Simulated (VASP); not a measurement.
# LiF (I4/mmm) in VASP: notebook

Runs on LiF. Level: LDA. Tasks: single point.

Program: VASP 6.6.1. These are calculated values, not measurements. Logs are shortened: lines on timing, memory, paths and dates and some standing lists are left out, and cuts for length are marked.

## (1) The cell of the first run

The structure is tetragonal, space group I4/mmm (No. 139). Conventional cell: a = 3.094 Å, b = 3.094 Å, c = 3.413 Å, α = 90.00°, β = 90.00°, γ = 90.00°. Within 2.3 Å of Li (site symmetry 4/mmm) lie 6 F at 1.71 to 2.19 Å. F (site symmetry 4/mmm) has 6 Li at 1.71 to 2.19 Å within 2.3 Å.

## (2) Single point, LDA

INCAR reads:

```
SYSTEM = LiF
ALGO = Normal
EDIFF = 1E-6
ENCUT = 520
GGA = CA
ISIF = 2
ISMEAR = 0
LASPH = .True.
LCHARG = .False.
LREAL = .False.
LWAVE = .False.
NBANDS = 12
NELM = 80
PREC = Accurate
SIGMA = 0.05
```

KPOINTS reads:

```
k-points
0
Gamma
  12 12 12
  0 0 0
```

POSCAR reads:

```
LiF
1.0
    0.0000000000      2.1879023361      1.7065638221
    2.1879023361      0.0000000000      1.7065638221
    2.1879023361      2.1879023361      0.0000000000
Li F
1 1
Direct
    0.0000000000      0.0000000000      0.0000000000
    0.5000000000      0.5000000000      0.5000000000
```

Potentials or basis: VASP PAW LDA potentials, release 64 (Li_sv, F).

On the command line:

```bash
> cat potpaw_LDA.64/Li_sv/POTCAR potpaw_LDA.64/F/POTCAR > POTCAR
> mpirun -np 1 vasp_std > vasp.out
```

OUTCAR:

```text
SYSTEM = LiF
   EDIFF = 1E-6
   ENCUT = 520
   GGA = CA
   ISIF = 2
   ISMEAR = 0
   LASPH = .True.
   LREAL = .False.
   NELM = 80
   PREC = Accurate

 ion  position               nearest neighbor table
   1  0.000  0.000  0.000-   2 1.71   2 1.71   2 2.19   2 2.19   2 2.19   2 2.19
   2  0.500  0.500  0.500-   1 1.71   1 1.71   1 2.19   1 2.19   1 2.19   1 2.19

  LATTYP: Found a body centered tetragonal cell.
 ALAT       =     3.0941611569
 C/A-ratio  =     1.1030865786

  Lattice vectors:

 A1 = (   0.0000000000,  -2.1879023361,  -1.7065638221)
 A2 = (   0.0000000000,   2.1879023361,  -1.7065638221)
 A3 = (   2.1879023361,   0.0000000000,   1.7065638221)

Analysis of symmetry for initial positions (statically):
=====================================================================
 Subroutine PRICEL returns:
 Original cell was already a primitive cell.

 Routine SETGRP: Setting up the symmetry group for a
 body centered tetragonal supercell.

 Subroutine GETGRP returns: Found 16 space group operations
 (whereof 16 operations were pure point group operations)
 out of a pool of 16 trial point group operations.

The static configuration has the point symmetry D_4h.

Analysis of symmetry for dynamics (positions and initial velocities):
=====================================================================
 Subroutine PRICEL returns:
 Original cell was already a primitive cell.

 Routine SETGRP: Setting up the symmetry group for a
 body centered tetragonal supercell.

 Subroutine GETGRP returns: Found 16 space group operations
 (whereof 16 operations were pure point group operations)
 out of a pool of 16 trial point group operations.

The dynamic configuration has the point symmetry D_4h.

 Subroutine INISYM returns: Found 16 space group operations
 (whereof 16 operations are pure point group operations),
 and found     1 'primitive' translations

----------------------------------------------------------------------------------------

                                     Primitive cell

  volume of cell :      16.3384

  direct lattice vectors                    reciprocal lattice vectors
     0.000000000  2.187902336  1.706563822    -0.228529396  0.228529396  0.292986406
     2.187902336  0.000000000  1.706563822     0.228529396 -0.228529396  0.292986406
     2.187902336  2.187902336  0.000000000     0.228529396  0.228529396 -0.292986406

  length of vectors
     2.774757054  2.774757054  3.094161157     0.436225176  0.436225176  0.436225176

  position of ions in fractional coordinates (direct lattice)
     0.000000000  0.000000000  0.000000000
     0.500000000  0.500000000  0.500000000

  ion indices of the primitive-cell ions
[... 84 lines left out ...]
   TEBEG  =    0.0;   TEEND  =   0.0 temperature during run
   PSTRESS=    0.0 pullay stress
   NELECT =      10.0000    total number of electrons
   NUPDOWN=      -1.0000    fix difference up-down
   EMIN   =  10.00;   EMAX   =-10.00  energy-range for DOS
   EFERMI =   0.00;   METHOD = LEGACY
   ISMEAR =     0;   SIGMA  =   0.05  broadening in eV -4-tet -1-fermi 0-gaus
   EFERMI_NEDOS =   21; number of points for ismear=-14 and -15
   IALGO  =     38    algorithm
   IMIX   =      4    mixing-type and parameters
     AMIX     =   0.40;   BMIX     =  1.00
     AMIX_MAG =   1.60;   BMIX_MAG =  1.00
  volume/ion in A,a.u.               =       8.17        55.13
  Fermi-wavevector in a.u.,A,eV,Ry     =   1.389970  2.626662 26.286674  1.932016
  Thomas-Fermi vector in A             =   2.513950
   LORBIT       =      0    0 simple, 1 ext, 2 COOP (PROOUT), +10 PAW based schemes
   GGA     = CA    functional components
   LHFCALC =     F    Hartree Fock is set to
   AEXX    =    0.0000 exact exchange contribution
   IVDW    =     0    specifies the selected vdW correction
   LEPSILON=     F    determine dielectric tensor
   LRPA    =     F    only Hartree local field effects (RPA)
 non-spin polarized calculation
 Gauss-broadening in eV      SIGMA  =   0.05
  energy-cutoff  :      520.00
  volume of cell :       16.34
 maximum number of plane-waves:       454
 NGX is ok and might be reduce to    24

 number of electron      10.0000000 magnetization

 number of electron       9.9999994 magnetization

 Free energy of the ion-electron system (eV)
  ---------------------------------------------------
  ext. energy  EPLUGINS =         0.00000000
  ---------------------------------------------------
  free energy    TOTEN  =       -10.26502146 eV

  energy without entropy =      -10.26502146  energy(sigma->0) =      -10.26502146

 E-fermi :  -0.8558     XC(G=0): -10.5872

 val. band max:       -1.2248784299   @ k =   0.0000   0.0000   0.0000
 cond. band min:       7.1694592001   @ k =   0.0000   0.0000   0.0000
 fundamental gap:      8.3943376301
 Fermi energy:        -0.8558483153

 k-point     1 :       0.0000    0.0000    0.0000
  band No.  band energies     occupation
      1     -40.9165      2.00000
      2     -20.9184      2.00000
      3      -2.1261      2.00000
      4      -1.2249      2.00000
      5      -1.2249      2.00000
      6       7.1695      0.00000
      7      20.7456      0.00000
      8      20.7456      0.00000
      9      22.7679      0.00000
     10      22.7679      0.00000
     11      24.7443      0.00000
     12      25.1049      0.00000
[... 331 lines left out ...]
 k-point    24 :      -0.4167    0.1667    0.0000
  band No.  band energies     occupation
      1     -40.8287      2.00000
      2     -20.4552      2.00000
      3      -3.8142      2.00000
      4      -2.3120      2.00000
      5      -2.0970      2.00000
      6      10.0000      0.00000
      7      15.2985      0.00000
      8      15.7156      0.00000
      9      19.9234      0.00000
     10      24.0999      0.00000
     11      27.9887      0.00000
     12      30.2451      0.00000

 [... further k-points ...]
[... 5 lines left out ...]
  --------------------------------------------------------------------------------------
  -------------------------------------------------------------------------------------
  Total       -0.7379425     -0.7379425      2.4830584      0.0000000     -0.0000000     -0.0000000
  in kB      -72.3643623    -72.3643623    243.4944843      0.0000000     -0.0000000     -0.0000000
  external PRESSURE =      32.9219199 kB  Pullay stress =       0.0000000 kB

 VOLUME and BASIS-vectors are now :
 -----------------------------------------------------------------------------
  energy-cutoff  :      520.00
  volume of cell :       16.34
      direct lattice vectors                 reciprocal lattice vectors
     0.000000000  2.187902336  1.706563822    -0.228529396  0.228529396  0.292986406
     2.187902336  0.000000000  1.706563822     0.228529396 -0.228529396  0.292986406
     2.187902336  2.187902336  0.000000000     0.228529396  0.228529396 -0.292986406

 POSITION                                       TOTAL-FORCE (eV/Angst)
 -----------------------------------------------------------------------------------
      0.00000      0.00000      0.00000        -0.000000      0.000000      0.000000
      2.18790      2.18790      1.70656         0.000000     -0.000000     -0.000000
 -----------------------------------------------------------------------------------
    total drift:                                0.000000     -0.000000      0.000000

  FREE ENERGIE OF THE ION-ELECTRON SYSTEM (eV)
  ---------------------------------------------------
  free  energy   TOTEN  =       -10.2650214599 eV

  energy  without entropy=      -10.2650214599  energy(sigma->0) =      -10.26502146
```

OSZICAR:

```text
N       E                     dE             d eps       ncg     rms          rms(c)
DAV:   1     0.306850408459E+02    0.30685E+02   -0.54951E+03  4048   0.849E+02
DAV:   2    -0.976746801420E+01   -0.40453E+02   -0.39540E+02  4736   0.187E+02
DAV:   3    -0.108600949481E+02   -0.10926E+01   -0.10908E+01  5240   0.267E+01
DAV:   4    -0.108702246632E+02   -0.10130E-01   -0.10129E-01  4528   0.262E+00
DAV:   5    -0.108703744059E+02   -0.14974E-03   -0.14974E-03  5196   0.217E-01    0.464E+00
DAV:   6    -0.102831850829E+02    0.58719E+00   -0.27778E+00  4204   0.102E+01    0.144E+00
DAV:   7    -0.102706358926E+02    0.12549E-01   -0.17396E-02  5156   0.117E+00    0.856E-01
DAV:   8    -0.102650439528E+02    0.55919E-02   -0.11478E-02  6024   0.112E+00    0.108E-01
DAV:   9    -0.102650023600E+02    0.41593E-04   -0.60869E-04  4512   0.228E-01    0.417E-02
DAV:  10    -0.102650216006E+02   -0.19241E-04   -0.50548E-05  4572   0.514E-02    0.430E-03
DAV:  11    -0.102650214599E+02    0.14068E-06   -0.12880E-06  4568   0.111E-02
   1 F= -.10265021E+02 E0= -.10265021E+02  d E =-.723091E-28
```

It took 30 s on 1 thread of Intel Xeon 8259CL, shared host; peak memory 0.14 GiB.

What came out:

```
Free energy            : -10.2650 eV
Band gap on the k mesh : 8.39 eV, direct
```

Levels at points of the mesh, in eV from the valence-band top:
```
           k point  band 3  band 4  band 5  band 6  band 7  band 8
(0.00, 0.00, 0.00)   -0.90    0.00    0.00    8.39   21.97   21.97
(0.50, 0.00, 0.00)   -2.60   -0.64   -0.22   10.27   16.03   16.41
(0.50, 0.50, 0.00)   -3.11   -1.73   -1.73   13.91   17.83   17.83
(0.50, 0.00, 0.50)   -3.42   -1.79   -0.30   13.09   16.81   17.83
```

Caveat: the cutoff is under 1.25 times the usual one of these potentials, so pressure, stress and relaxed cells hold a basis-set (Pulay) error. A k mesh can miss the band edges.

## (3) Single point, LDA

This run uses another cell than the first one, of the same volume but with other edges.

INCAR reads:

```
PREC     = Accurate       # precision mode
ENCUT    = 520            # plane-wave cutoff, eV
EDIFF    = 1E-6           # SCF threshold, eV
ISMEAR   = 0              # smearing method
SIGMA    = 0.05           # smearing width, eV
LREAL    = False          # projectors in reciprocal space
LASPH    = True           # aspherical terms in the spheres
NELM     = 80             # most SCF steps
ALGO     = Normal         # electronic algorithm
ISIF     = 2              # what is computed and relaxed
LWAVE    = False          # write WAVECAR
LCHARG   = False          # write CHGCAR
GGA      = CA             # functional
NBANDS   = 12             # bands
```

KPOINTS reads:

```
regular mesh
0
Gamma
  12 12 12
```

POSCAR reads:

```
LiF
1.0
    0.0000000000      1.8453482987      2.3989527883
    1.8453482987      0.0000000000      2.3989527883
    1.8453482987      1.8453482987      0.0000000000
Li F
1 1
Direct
    0.0000000000      0.0000000000      0.0000000000
    0.5000000000      0.5000000000      0.5000000000
```

Potentials or basis: VASP PAW LDA potentials, release 64 (Li_sv, F).

On the command line:

```bash
> cat potpaw_LDA.64/Li_sv/POTCAR potpaw_LDA.64/F/POTCAR > POTCAR
> mpirun -np 1 vasp_std > vasp.out
```

Wall time 28 s (1 thread of Intel Xeon 8259CL, shared host); peak memory 0.14 GiB.

Results (log left out):

| Property | Result |
| --- | --- |
| Free energy | -10.3492 eV |
| Band gap on the k mesh | 8.39 eV, indirect (least direct gap 8.57 eV) |

Levels at points of the mesh, in eV from the valence-band top:
```
           k point  band 3  band 4  band 5  band 6  band 7  band 8
(0.00, 0.00, 0.00)   -0.25   -0.25   -0.18    8.39   20.42   23.10
(0.50, 0.00, 0.00)   -2.63   -0.67   -0.02   10.33   15.99   17.10
(0.50, 0.50, 0.00)   -3.32   -0.66   -0.66   11.89   17.59   18.60
(0.50, 0.00, 0.50)   -3.26   -2.27   -0.63   15.56   16.20   17.47
```

Caveat: the cutoff is under 1.25 times the usual one of these potentials, so pressure, stress and relaxed cells hold a basis-set (Pulay) error. A k mesh can miss the band edges.

(Part 1 of 2 ends here.)
